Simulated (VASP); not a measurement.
# AlNi (Cmmm) in VASP: single point with r2SCAN

Aim: the single point of AlNi with r2SCAN.

Program: VASP 6.6.1. These are calculated values, not measurements. Logs are shortened: lines on timing, memory, paths and dates and some standing lists are left out, and cuts for length are marked.

## 1. The cell of the first run

It takes space group Cmmm (No. 65, orthorhombic). The conventional cell has a = 3.877 Å, b = 3.906 Å, c = 3.099 Å, α = 90.00°, β = 90.00°, γ = 90.00°. Within 3.3 Å of Al (site symmetry mmm) lie 8 Ni at 2.48 to 2.49 Å and 6 Al at 2.75 to 3.10 Å. Ni (site symmetry mmm) has 8 Al at 2.48 to 2.49 Å and 6 Ni at 2.75 to 3.10 Å within 3.3 Å.

## 2. Single point, r2SCAN

POSCAR reads:

```
AlNi
1.0
    1.9386940000     -1.9531901500      0.0000000000
    1.9386940000      1.9531901500      0.0000000000
    0.0000000000      0.0000000000      3.0994300413
Al Ni
1 1
Direct
    0.0000000000      0.0000000000      0.0000000000
    0.5000000000      0.5000000000      0.5000000000
```

INCAR.step1 reads:

```
SYSTEM = AlNi
PREC = Accurate ; ENCUT = 520
ISMEAR = 0 ; SIGMA = 0.15
LREAL = .False. ; LASPH = .True.
NELM = 100 ; NBANDS = 14
GGA = PE ; ALGO = Normal
EDIFF = 1E-4 ; LWAVE = .True.
LCHARG = .False.
```

INCAR.step2 reads:

```
SYSTEM = AlNi
PREC = Accurate ; ENCUT = 520
EDIFF = 1E-6 ; ISMEAR = 0
SIGMA = 0.15 ; LREAL = .False.
LASPH = .True. ; NELM = 100
ALGO = Normal ; ISIF = 2
LWAVE = .False. ; LCHARG = .False.
METAGGA = R2SCAN ; LMIXTAU = .True.
NBANDS = 14 ; ISTART = 1
```

KPOINTS reads:

```
Automatic mesh
0
Gamma
  18 18 16
  0 0 0
```

Potentials or basis: VASP PAW PBE potentials, release 64 (Al, Ni).

Started as:

```bash
> cat potpaw_PBE.64/Al/POTCAR potpaw_PBE.64/Ni/POTCAR > POTCAR
> cp INCAR.step1 INCAR
> mpirun -np 1 vasp_std > vasp.out
> cp INCAR.step2 INCAR
> mpirun -np 1 vasp_std > vasp.out
```

OUTCAR:

```text
SYSTEM = AlNi
   PREC = Accurate
   ENCUT = 520
   EDIFF = 1E-6
   ISMEAR = 0
   LREAL = .False.
   LASPH = .True.
   NELM = 100
   ISIF = 2
   METAGGA = R2SCAN
   ISTART = 1

 ion  position               nearest neighbor table
   1  0.000  0.000  0.000-   2 2.48   2 2.48   2 2.48   2 2.48   2 2.49   2 2.49   2 2.49   2 2.49

   2  0.500  0.500  0.500-   1 2.48   1 2.48   1 2.48   1 2.48   1 2.49   1 2.49   1 2.49   1 2.49

  LATTYP: Found a base centered orthorhombic cell.
 ALAT       =     3.8773880000
 B/A-ratio  =     1.0074772759
 C/A-ratio  =     0.7993603017

  Lattice vectors:

 A1 = (   1.9386940000,  -1.9531901500,   0.0000000000)
 A2 = (   1.9386940000,   1.9531901500,   0.0000000000)
 A3 = (   0.0000000000,   0.0000000000,   3.0994300413)

Analysis of symmetry for initial positions (statically):
=====================================================================
 Subroutine PRICEL returns:
 Original cell was already a primitive cell.

 Routine SETGRP: Setting up the symmetry group for a
 base centered orthorhombic supercell.

 Subroutine GETGRP returns: Found  8 space group operations
 (whereof  8 operations were pure point group operations)
 out of a pool of  8 trial point group operations.

The static configuration has the point symmetry D_2h.

Analysis of symmetry for dynamics (positions and initial velocities):
=====================================================================
 Subroutine PRICEL returns:
 Original cell was already a primitive cell.

 Routine SETGRP: Setting up the symmetry group for a
 base centered orthorhombic supercell.

 Subroutine GETGRP returns: Found  8 space group operations
 (whereof  8 operations were pure point group operations)
 out of a pool of  8 trial point group operations.

The dynamic configuration has the point symmetry D_2h.

 Subroutine INISYM returns: Found  8 space group operations
 (whereof  8 operations are pure point group operations),
 and found     1 'primitive' translations

----------------------------------------------------------------------------------------

                                     Primitive cell

  volume of cell :      23.4728

  direct lattice vectors                    reciprocal lattice vectors
     1.938694000 -1.953190150  0.000000000     0.257905580 -0.255991461  0.000000000
     1.938694000  1.953190150  0.000000000     0.257905580  0.255991461  0.000000000
     0.000000000  0.000000000  3.099430041     0.000000000  0.000000000  0.322639965

  length of vectors
     2.751996764  2.751996764  3.099430041     0.363382603  0.363382603  0.322639965

  position of ions in fractional coordinates (direct lattice)
[... 93 lines left out ...]
   EFERMI =   0.00;   METHOD = LEGACY
   ISMEAR =     0;   SIGMA  =   0.15  broadening in eV -4-tet -1-fermi 0-gaus
   EFERMI_NEDOS =   21; number of points for ismear=-14 and -15
   IALGO  =     38    algorithm
   IMIX   =      4    mixing-type and parameters
     AMIX     =   0.40;   BMIX     =  1.00
     AMIX_MAG =   1.60;   BMIX_MAG =  1.00
  volume/ion in A,a.u.               =      11.74        79.20
  Fermi-wavevector in a.u.,A,eV,Ry     =   1.344417  2.540580 24.591955  1.807458
  Thomas-Fermi vector in A             =   2.472413
   LORBIT       =      0    0 simple, 1 ext, 2 COOP (PROOUT), +10 PAW based schemes
   METAGGA = R2SCAN    functional components
   LHFCALC =     F    Hartree Fock is set to
   AEXX    =    0.0000 exact exchange contribution
   IVDW    =     0    specifies the selected vdW correction
   LEPSILON=     F    determine dielectric tensor
   LRPA    =     F    only Hartree local field effects (RPA)
 non-spin polarized calculation
 Gauss-broadening in eV      SIGMA  =   0.15
  energy-cutoff  :      520.00
  volume of cell :       23.47
 maximum number of plane-waves:       646
   NGX = 11   NGY = 11   NGZ = 11

 number of electron      13.0000022 magnetization

 Free energy of the ion-electron system (eV)
  ---------------------------------------------------
  ext. energy  EPLUGINS =         0.00000000
  ---------------------------------------------------
  free energy    TOTEN  =       -20.02603167 eV

  energy without entropy =      -20.01605437  energy(sigma->0) =      -20.02104302

 E-fermi :  10.1429     XC(G=0): -13.1113

 val. band max:       10.1427392642   @ k =   0.5000   0.3889   0.3125
 cond. band min:      10.1432943741   @ k =   0.4444   0.2778   0.2500
 fundamental gap:      0.0005551098
 Fermi energy:        10.1428789792

 k-point     1 :       0.0000    0.0000    0.0000
  band No.  band energies     occupation
      1      -1.7336      2.00000
      2       6.5665      2.00000
      3       6.7681      2.00000
      4       8.4228      2.00000
      5       8.4422      2.00000
      6       8.6851      2.00000
      7      13.2878      0.00000
      8      17.5453      0.00000
      9      17.6741      0.00000
     10      17.7188      0.00000
     11      19.1151      0.00000
     12      26.0412      0.00000
     13      31.6194      0.00000
     14      31.6333      0.00000
[... 377 lines left out ...]
      1      -0.6382      2.00000
      2       6.6255      2.00000
      3       6.8921      2.00000
      4       7.8789      2.00000
      5       8.3229      2.00000
      6       8.4460      2.00000
      7      12.3457      0.00000
      8      14.8069      0.00000
      9      17.4297      0.00000
     10      18.8242      0.00000
     11      23.1554      0.00000
     12      25.8901      0.00000
     13      28.1317      0.00000
     14      29.3256      0.00000

 [... further k-points ...]

------------------------ aborting loop because EDIFF is reached ----------------------------------------

  FORCE on cell =-STRESS in cart. coord.  units (eV):
  Direction    XX          YY          ZZ          XY          YZ          ZX
  --------------------------------------------------------------------------------------
  -------------------------------------------------------------------------------------
  Total        0.5316880      0.2847723     -0.6139651      0.0000000      0.0000000      0.0000000
  in kB       36.2912417     19.4376017    -41.9071985      0.0000000      0.0000000      0.0000000
  external PRESSURE =       4.6072150 kB  Pullay stress =       0.0000000 kB

 VOLUME and BASIS-vectors are now :
 -----------------------------------------------------------------------------
  energy-cutoff  :      520.00
  volume of cell :       23.47
      direct lattice vectors                 reciprocal lattice vectors
     1.938694000 -1.953190150  0.000000000     0.257905580 -0.255991461  0.000000000
     1.938694000  1.953190150  0.000000000     0.257905580  0.255991461  0.000000000
     0.000000000  0.000000000  3.099430041     0.000000000  0.000000000  0.322639965

 POSITION                                       TOTAL-FORCE (eV/Angst)
 -----------------------------------------------------------------------------------
      0.00000      0.00000      0.00000         0.000000      0.000000      0.000000
      1.93869      0.00000      1.54972        -0.000000     -0.000000      0.000000
 -----------------------------------------------------------------------------------
    total drift:                                0.000000      0.000000      0.000000

  FREE ENERGIE OF THE ION-ELECTRON SYSTEM (eV)
  ---------------------------------------------------
  free  energy   TOTEN  =       -20.0260316666 eV

  energy  without entropy=      -20.0160543682  energy(sigma->0) =      -20.02104302
```

Run time: 4.5 min. Hardware: 1 thread of Intel Xeon 6975P-C (Granite Rapids), shared host; peak memory 0.36 GiB.

What came out:

```
Free energy            : -20.0260 eV
Pressure               : 0.5 GPa
Band gap on the k mesh : zero (an odd number of electrons rules out a gap without spin polarisation)
```

Caveat: the PAW data sets were made with another functional, which shifts forces and pressure a little. Spin polarisation is off, so any magnetic state and its effect on volume and gap are missing.
